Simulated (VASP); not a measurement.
GaP, 2 atoms in the cell. The structure is tetragonal, space group I-4m2 (No. 119). Conventional cell: a = 3.627 Å, b = 3.627 Å, c = 6.155 Å, α = 90.00°, β = 90.00°, γ = 90.00°. Within 3.1 Å of Ga (site symmetry -4m2) lie 4 P at 2.38 Å. Within 3.1 Å of P (site symmetry -4m2) lie 4 Ga at 2.38 Å.  This cell differs from its parent crystal: ratio of the length along z to the lengths across it x 1.2, volume and fractional coordinates fixed.

```yaml
Program: VASP 6.6.1
Task: single point
Functional: PBEsol
Potentials_or_basis: VASP PAW PBE potentials, release 64 (Ga_d, P)
Cutoff: 520 eV
k_mesh: 10 × 10 × 10
Occupations: gaussian, width 0.05 eV
Spin: no spin polarisation
Dipole_correction: no
Further_INCAR_settings: ALGO = Normal; EDIFF = 1e-06; NBANDS = 16
```

Potentials or basis: VASP PAW PBE potentials, release 64 (Ga_d, P).

The run is started by

```console
$ cat potpaw_PBE.64/Ga_d/POTCAR potpaw_PBE.64/P/POTCAR > POTCAR
$ mpirun -np 1 vasp_std > vasp.out
```

Hardware: 1 thread of AMD EPYC 7R13, with other jobs on the host.

Estimate the wall time of this run.

Run time: 76 s on 1 thread of AMD EPYC 7R13, with other jobs on the host, peak memory 0.18 GiB. Counts: scf iterations 12, k points 102.
